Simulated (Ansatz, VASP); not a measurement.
**W in VASP and in Ansatz**

```
CELL_PARAMETERS angstrom
0.01192 2.00823 2.03186
2.02971 0.01106 2.03272
2.05415 2.03352 -0.01337
ATOMIC_POSITIONS crystal
W 0.99325 0.99126 0.01410
```

Change from the starting cell: cell strained at random at fixed volume.

Alike in both runs: task single point; functional PBEsol; k mesh 11 × 11 × 11; occupations fermi-dirac, width 0.05 eV; no spin polarisation.

|  | VASP | Ansatz |
| --- | --- | --- |
| version | VASP 6.6.1 | Ansatz 0.2.0 |
| potentials or method | VASP PAW PBE potentials, release 64 (W_sv), cutoff 520 eV | all-electron LAPW, scalar-relativistic |

Ansatz gave:

- gap on the k mesh at the Fermi level (eV): none
- pressure (GPa): -12.6
- traceless stress, the component that is largest in VASP (GPa): 2.42

What did VASP give for the same quantities?

gap on the k mesh at the Fermi level (eV): none; pressure (GPa): -12.3; traceless stress, the component that is largest in VASP (GPa): 2.43.

VASP's potentials were made for PBE, not for PBEsol. A gap of «none» marks a metal or a gap that the smearing closes. Ansatz ran all-electron here, and VASP with PAW potentials.

Neither program's run includes spin-orbit coupling.
